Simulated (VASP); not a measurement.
## LiCl: single point with r2SCAN

The system is LiCl.

```
Li Cl
1.0
     0.00000    2.52629    2.52629
     2.52629    0.00000    2.52629
     2.52629    2.52629    0.00000
Li Cl
1 1
Cartesian
  0.0000 0.0000 0.0000
  2.5263 2.5263 2.5263
```

This cell differs from its parent crystal: strain -0.015 along x and y, -0.015 along z.

| Quantity | Value |
| --- | --- |
| Program | VASP 6.6.1 |
| Task | single point |
| Functional | r2SCAN |
| Potentials or basis | VASP PAW PBE potentials, release 64 (Li_sv, Cl) |
| Cutoff | 520 eV |
| k mesh | 8 × 8 × 8 |
| Occupations | gaussian, width 0.05 eV |
| Spin | no spin polarisation |
| Dipole correction | no |
| Further INCAR settings | ALGO = Normal; EDIFF = 1e-06; NBANDS = 12 |

```
Band gap on the k mesh : 7.59 eV (least direct gap 7.60 eV)
```

Levels at points of the mesh, in eV from the valence-band top:
```csv
k point,band 2,band 3,band 4,band 5,band 6,band 7,band 8,band 9
"(0.00, 0.00, 0.00)",-14.15,0.00,0.00,0.00,7.60,12.70,12.70,12.70
"(0.50, 0.00, 0.00)",-13.51,-3.03,-0.30,-0.30,7.59,10.33,10.33,14.73
"(0.50, 0.50, 0.00)",-13.22,-3.15,-1.21,-1.21,8.86,8.89,14.00,15.81
```

Run time: 45 s on 1 thread of AMD EPYC 7R13 Processor (Zen 3), with other jobs on the host, peak memory 0.12 GiB.

Caveat: the cell differs from its parent crystal (strain -0.015 along x and y, -0.015 along z). A k mesh can miss the band edges.
